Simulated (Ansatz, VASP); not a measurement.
## Mo: VASP beside Ansatz

File INCAR:

```
PREC = Accurate
ENCUT = 520
EDIFF = 1E-6
ISMEAR = 0
SIGMA = 0.15
LREAL = F
LASPH = T
NELM = 100
ALGO = Fast
ISIF = 2
LWAVE = F
LCHARG = T
GGA = PE
LELF = T
LVHAR = T
NBANDS = 13
```

Contents of KPOINTS:

```
Automatic mesh
0
Gamma
  20 20 20
```

POSCAR

```
Mo
1.0
    0.0000000000      2.0150000000      2.0754500000
    2.0150000000      0.0000000000      2.0754500000
    2.0150000000      2.0150000000      0.0000000000
Mo
1
Direct
    0.0000000000      0.0000000000      0.0000000000
```

Input for Ansatz:

```yaml
crystal:
  lattice:
    - [0.0, 2.015, 2.07545]
    - [2.015, 0.0, 2.07545]
    - [2.015, 2.015, 0.0]
  atoms:
    - { symbol: Mo, position: [0.0, 0.0, 0.0] }
basis:
  ecutwfc: 420
kpoints:
  mp_grid: { grid: [20, 20, 20] }
hamiltonian:
  xc: pbe
scf:
  occupations: { method: gaussian, width: 0.15 }
output:
  forces: true
  stress: true
  eigenvalues: true
```

Change from the starting cell: strain +0.0300 x Voigt [0, 0, 1, 0, 0, 0], atoms carried along.

Alike in both runs: task single point; functional PBE; k mesh 20 × 20 × 20; occupations gaussian, width 0.15 eV; no spin polarisation.

|  | VASP | Ansatz |
| --- | --- | --- |
| version | VASP 6.6.1 | Ansatz 0.2.0 |
| potentials or method | VASP PAW PBE potentials, release 64 (Mo_sv), cutoff 520 eV | scalar-relativistic, plane waves, PAW |
| valence electrons in the cell | 14 | 14 |

|  | VASP | Ansatz | Ansatz less VASP |
| --- | --- | --- | --- |
| gap on the k mesh at the Fermi level (eV) | none | none | - |
| pressure (GPa) | -10.3 | -10.7 | -0.41 |
| traceless stress, the component that is largest in VASP (GPa) | 3.30 | 3.31 | +0.011 |

A gap of «none» marks a metal or a gap that the smearing closes.
